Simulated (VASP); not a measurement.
# Ge (I4_1/amd) in VASP: a series of runs, part 2 of 2

VASP 6.6.1. Earlier steps stand in the parts before.

### 4 Single point, PBEsol (strain +0.000 along x and y, -0.050 along z)

File INCAR:

```
SYSTEM = Ge
PREC = Accurate
ENCUT = 520
EDIFF = 1E-6
ISMEAR = 0
SIGMA = 0.15
LREAL = .False.
LASPH = .True.
NELM = 60
ALGO = Normal
ISIF = 2
LWAVE = .False.
LCHARG = .False.
GGA = PS
NBANDS = 21
```

File KPOINTS:

```
Automatic mesh
0
Gamma
  14 14 14
  0 0 0
```

File POSCAR:

```
Ge
1.0
    0.0000000000      2.8287700000      2.6873315000
    2.8287700000      0.0000000000      2.6873315000
    2.8287700000      2.8287700000      0.0000000000
Ge
2
Direct
    0.5000000000      0.5000000000      0.5000000000
    0.7500000000      0.7500000000      0.7500000000
```

Potentials or basis: VASP PAW PBE potentials, release 64 (Ge_d).

Started as:

```console
$ cat potpaw_PBE.64/Ge_d/POTCAR > POTCAR
$ mpirun -np 1 vasp_std > vasp.out
```

OUTCAR:

```text
SYSTEM = Ge
   PREC = Accurate
   ENCUT = 520
   EDIFF = 1E-6
   ISMEAR = 0
   LREAL = .False.
   LASPH = .True.
   NELM = 60
   ISIF = 2
   GGA = PS

 ion  position               nearest neighbor table
   1  0.500  0.500  0.500-   2 2.41   2 2.41   2 2.41   2 2.41
   2  0.750  0.750  0.750-   1 2.41   1 2.41   1 2.41   1 2.41

  LATTYP: Found a body centered tetragonal cell.
 ALAT       =     4.0004848988
 C/A-ratio  =     1.3435028843

  Lattice vectors:

 A1 = (   0.0000000000,  -2.8287700000,  -2.6873315000)
 A2 = (   0.0000000000,   2.8287700000,  -2.6873315000)
 A3 = (   2.8287700000,   0.0000000000,   2.6873315000)

Analysis of symmetry for initial positions (statically):
=====================================================================
 Subroutine PRICEL returns:
 Original cell was already a primitive cell.

 Routine SETGRP: Setting up the symmetry group for a
 body centered tetragonal supercell.

 Subroutine GETGRP returns: Found 16 space group operations
 (whereof  8 operations were pure point group operations)
 out of a pool of 16 trial point group operations.

The static configuration has the point symmetry D_2d.
 The point group associated with its full space group is D_4h.

Analysis of symmetry for dynamics (positions and initial velocities):
=====================================================================
 Subroutine PRICEL returns:
 Original cell was already a primitive cell.

 Routine SETGRP: Setting up the symmetry group for a
 body centered tetragonal supercell.

 Subroutine GETGRP returns: Found 16 space group operations
 (whereof  8 operations were pure point group operations)
 out of a pool of 16 trial point group operations.

The dynamic configuration has the point symmetry D_2d.
 The point group associated with its full space group is D_4h.

 Subroutine INISYM returns: Found 16 space group operations
 (whereof  8 operations are pure point group operations),
 and found     1 'primitive' translations

----------------------------------------------------------------------------------------

                                     Primitive cell

  volume of cell :      43.0077

  direct lattice vectors                    reciprocal lattice vectors
     0.000000000  2.828770000  2.687331500    -0.176755268  0.176755268  0.186058177
     2.828770000  0.000000000  2.687331500     0.176755268 -0.176755268  0.186058177
     2.828770000  2.828770000  0.000000000     0.176755268  0.176755268 -0.186058177

  length of vectors
     3.901754772  3.901754772  4.000484899     0.311612732  0.311612732  0.311612732

  position of ions in fractional coordinates (direct lattice)
     0.500000000  0.500000000  0.500000000
     0.750000000  0.750000000  0.750000000

  ion indices of the primitive-cell ions
   primitive index   ion index
                 1           1
                 2           2

----------------------------------------------------------------------------------------

 KPOINTS: Automatic mesh

Automatic generation of k-mesh.
 Grid dimensions read from file:
 generate k-points for:   14   14   14

 Generating k-lattice:

  Cartesian coordinates                     Fractional coordinates (reciprocal lattice)
    -0.012625376  0.012625376  0.013289870     0.071428571  0.000000000  0.000000000
     0.012625376 -0.012625376  0.013289870     0.000000000  0.071428571  0.000000000
     0.012625376  0.012625376 -0.013289870     0.000000000  0.000000000  0.071428571

  Length of vectors
     0.022258052  0.022258052  0.022258052

  Shift w.r.t. Gamma in fractional coordinates (k-lattice)
     0.000000000  0.000000000  0.000000000

 Subroutine IBZKPT returns following result:
 ===========================================

 Found    244 irreducible k-points:

 Following reciprocal coordinates:
            Coordinates               Weight
  0.000000  0.000000  0.000000      1.000000
  0.071429 -0.000000  0.000000      8.000000
  0.142857 -0.000000  0.000000      8.000000
  0.214286 -0.000000  0.000000      8.000000
  0.285714 -0.000000  0.000000      8.000000
  0.357143 -0.000000  0.000000      8.000000
[... 16 lines left out ...]
  0.214286  0.142857  0.000000      8.000000
  0.285714  0.142857  0.000000      8.000000
 [... further k-points ...]
   k-points           NKPTS =    244   k-points in BZ     NKDIM =    244   number of bands    NBANDS=     21
   number of dos      NEDOS =    301   number of ions     NIONS =      2
   total plane-waves  NPLWV =  27000
   dimension x,y,z NGX =    30 NGY =   30 NGZ =   30
   dimension x,y,z NGXF=    60 NGYF=   60 NGZF=   60
   ions per type =               2
   NGX,Y,Z   is equivalent  to a cutoff of  12.78, 12.78, 12.47 a.u.
   NGXF,Y,Z  is equivalent  to a cutoff of  25.56, 25.56, 24.93 a.u.
 SYSTEM =  Ge
   PREC   = accura    normal or accurate (medium, high low for compatibility)
   ISTART =      0    job   : 0-new  1-cont  2-samecut
   ICHARG =      2    charge: 1-file 2-atom 10-const
   ISPIN  =      1    spin polarized calculation?
   LNONCOLLINEAR =      F non collinear calculations
   LSORBIT =      F    spin-orbit coupling
   LASPH  =      T    aspherical Exc in radial PAW
   ENCUT  =  520.0 eV  38.22 Ry    6.18 a.u.   7.25  7.25  7.44*2*pi/ulx,y,z
   NELM   =     60;   NELMIN=  2; NELMDL= -5     # of ELM steps
   EDIFF  = 0.1E-05   stopping-criterion for ELM
   LREAL  =      F    real-space projection
   EDIFFG = 0.1E-04   stopping-criterion for IOM
   NSW    =      0    number of steps for IOM
   IBRION =     -1    ionic relax: 0-MD 1-quasi-New 2-CG
   NFREE  =      0    steps in history (QN), initial steepest desc. (CG)
   ISIF   =      2    stress and relaxation
   ISYM   =      2    0-nonsym 1-usesym 2-fastsym
   POTIM  = 0.5000    time-step for ionic-motion
   TEBEG  =    0.0;   TEEND  =   0.0 temperature during run
   PSTRESS=    0.0 pullay stress
   NELECT =      28.0000    total number of electrons
   NUPDOWN=      -1.0000    fix difference up-down
   EMIN   =  10.00;   EMAX   =-10.00  energy-range for DOS
   EFERMI =   0.00;   METHOD = LEGACY
   ISMEAR =     0;   SIGMA  =   0.15  broadening in eV -4-tet -1-fermi 0-gaus
   EFERMI_NEDOS =   21; number of points for ismear=-14 and -15
   IALGO  =     38    algorithm
   IMIX   =      4    mixing-type and parameters
     AMIX     =   0.40;   BMIX     =  1.00
     AMIX_MAG =   1.60;   BMIX_MAG =  1.00
  volume/ion in A,a.u.               =      21.50       145.12
  Fermi-wavevector in a.u.,A,eV,Ry     =   1.418879  2.681292 27.391486  2.013217
  Thomas-Fermi vector in A             =   2.539958
   LORBIT       =      0    0 simple, 1 ext, 2 COOP (PROOUT), +10 PAW based schemes
   GGA     = PS    functional components
   LHFCALC =     F    Hartree Fock is set to
   AEXX    =    0.0000 exact exchange contribution
   IVDW    =     0    specifies the selected vdW correction
   LEPSILON=     F    determine dielectric tensor
   LRPA    =     F    only Hartree local field effects (RPA)
 non-spin polarized calculation
 Gauss-broadening in eV      SIGMA  =   0.15
  energy-cutoff  :      520.00
  volume of cell :       43.01
 maximum number of plane-waves:      1194
 NGX is ok and might be reduce to    30
   NGX = 15   NGY = 15   NGZ = 15

 number of electron      27.9999999 magnetization

 Free energy of the ion-electron system (eV)
  ---------------------------------------------------
  ext. energy  EPLUGINS =         0.00000000
  ---------------------------------------------------
  free energy    TOTEN  =        -9.82148792 eV

  energy without entropy =       -9.82087817  energy(sigma->0) =       -9.82118304

 E-fermi :   5.4771     XC(G=0): -10.3786

 val. band max:        5.4716201240   @ k =   0.4286   0.4286   0.0000
 cond. band min:       5.4967311632   @ k =   0.3571   0.3571   0.0000
 fundamental gap:      0.0251110393
 Fermi energy:         5.4771497563

 k-point     1 :       0.0000    0.0000    0.0000
  band No.  band energies     occupation
      1     -19.4781      2.00000
      2     -19.4621      2.00000
      3     -19.4621      2.00000
      4     -19.4306      2.00000
      5     -19.4228      2.00000
      6     -19.1946      2.00000
[... 13 lines left out ...]
     20      14.4714      0.00000
     21      15.4048      0.00000
[... 529 lines left out ...]
 k-point    24 :       0.2857    0.1429    0.0000
  band No.  band energies     occupation
      1     -19.4946      2.00000
      2     -19.4780      2.00000
      3     -19.4562      2.00000
      4     -19.3958      2.00000
      5     -19.3734      2.00000
      6     -19.2482      2.00000
[... 13 lines left out ...]
     20      14.8033      0.00000
     21      15.1505      0.00000

 [... further k-points ...]

------------------------ aborting loop because EDIFF is reached ----------------------------------------

  FORCE on cell =-STRESS in cart. coord.  units (eV):
  Direction    XX          YY          ZZ          XY          YZ          ZX
  --------------------------------------------------------------------------------------
  -------------------------------------------------------------------------------------
  Total        0.9325674      0.9325674      1.8289811      0.0000000      0.0000000      0.0000000
  in kB       34.7411574     34.7411574     68.1354739      0.0000000      0.0000000      0.0000000
  external PRESSURE =      45.8725962 kB  Pullay stress =       0.0000000 kB

 VOLUME and BASIS-vectors are now :
 -----------------------------------------------------------------------------
  energy-cutoff  :      520.00
  volume of cell :       43.01
      direct lattice vectors                 reciprocal lattice vectors
     0.000000000  2.828770000  2.687331500    -0.176755268  0.176755268  0.186058177
     2.828770000  0.000000000  2.687331500     0.176755268 -0.176755268  0.186058177
     2.828770000  2.828770000  0.000000000     0.176755268  0.176755268 -0.186058177

 POSITION                                       TOTAL-FORCE (eV/Angst)
 -----------------------------------------------------------------------------------
      2.82877      2.82877      2.68733        -0.000000     -0.000000     -0.000000
      4.24315      4.24315      4.03100         0.000000      0.000000      0.000000
 -----------------------------------------------------------------------------------
    total drift:                                0.000000     -0.000000     -0.000000

  FREE ENERGIE OF THE ION-ELECTRON SYSTEM (eV)
  ---------------------------------------------------
  free  energy   TOTEN  =        -9.8214879213 eV

  energy  without entropy=       -9.8208781665  energy(sigma->0) =       -9.82118304
```

OSZICAR:

```text
N       E                     dE             d eps       ncg     rms          rms(c)
DAV:   1     0.190742778301E+03    0.19074E+03   -0.14575E+04 11506   0.371E+03
DAV:   2     0.177109168092E+02   -0.17303E+03   -0.16733E+03 10288   0.617E+02
DAV:   3    -0.909574962907E+01   -0.26807E+02   -0.26624E+02 11638   0.143E+02
DAV:   4    -0.998246452255E+01   -0.88671E+00   -0.88618E+00 11711   0.307E+01
DAV:   5    -0.999661083747E+01   -0.14146E-01   -0.14146E-01 11668   0.428E+00    0.349E+00
DAV:   6    -0.987677799277E+01    0.11983E+00   -0.39865E-02 13348   0.225E+00    0.198E+00
DAV:   7    -0.982029235569E+01    0.56486E-01   -0.67631E-02 10924   0.248E+00    0.159E-01
DAV:   8    -0.982138201137E+01   -0.10897E-02   -0.73599E-03 11978   0.116E+00    0.523E-02
DAV:   9    -0.982147889741E+01   -0.96886E-04   -0.20695E-04 11800   0.192E-01    0.987E-03
DAV:  10    -0.982148714288E+01   -0.82455E-05   -0.14268E-05 13668   0.354E-02    0.538E-03
DAV:  11    -0.982148827103E+01   -0.11281E-05   -0.32204E-06 11921   0.264E-02    0.131E-03
DAV:  12    -0.982148792128E+01    0.34975E-06   -0.49286E-07  6524   0.149E-02
   1 F= -.98214879E+01 E0= -.98211830E+01  d E =-.609755E-03
```

Run time: 3.1 min. Hardware: 1 thread of Intel Xeon Platinum 8259CL at 2.50GHz (Skylake/Cascade Lake), shared host; peak memory 0.29 GiB.

What came out:

```yaml
Free_energy: -9.8215 eV
Pressure: 4.6 GPa
Band_gap_on_the_k_mesh: zero (band 14 reaches 5.64 eV, above the bottom of band 15 at 5.47 eV)
```

Stress tensor (GPa, compression positive):
```
3.47 0.00 0.00
0.00 3.47 0.00
0.00 0.00 6.81
```

Caveat: the cell differs from its parent crystal (strain +0.000 along x and y, -0.050 along z); the PAW data sets were made with another functional, which shifts forces and pressure a little.

### 5 The runs side by side

```tsv
cell	gap on the mesh (eV)	pressure (GPa)
a = 3.953, b = 3.953, c = 3.800 Å, angles 61.3, 61.3, 57.5°, 2 atoms	none	7.0
a = 4.005, b = 4.005, c = 3.800 Å, angles 61.7, 61.7, 56.6°, 2 atoms	none	4.8
a = 3.902, b = 3.902, c = 4.000 Å, angles 59.2, 59.2, 61.7°, 2 atoms	none	4.6
```

Alike in all rows: task single point; level PBEsol; potentials or basis VASP PAW PBE potentials, release 64 (Ge_d); no spin polarisation; k mesh 14 × 14 × 14; cutoff (eV) 520; smearing gaussian 0.15 eV.

Caveats: the PAW data sets were made with another functional, which shifts forces and pressure a little.

Total energies depend on the potentials used, so only differences within one code and one set of settings carry meaning.
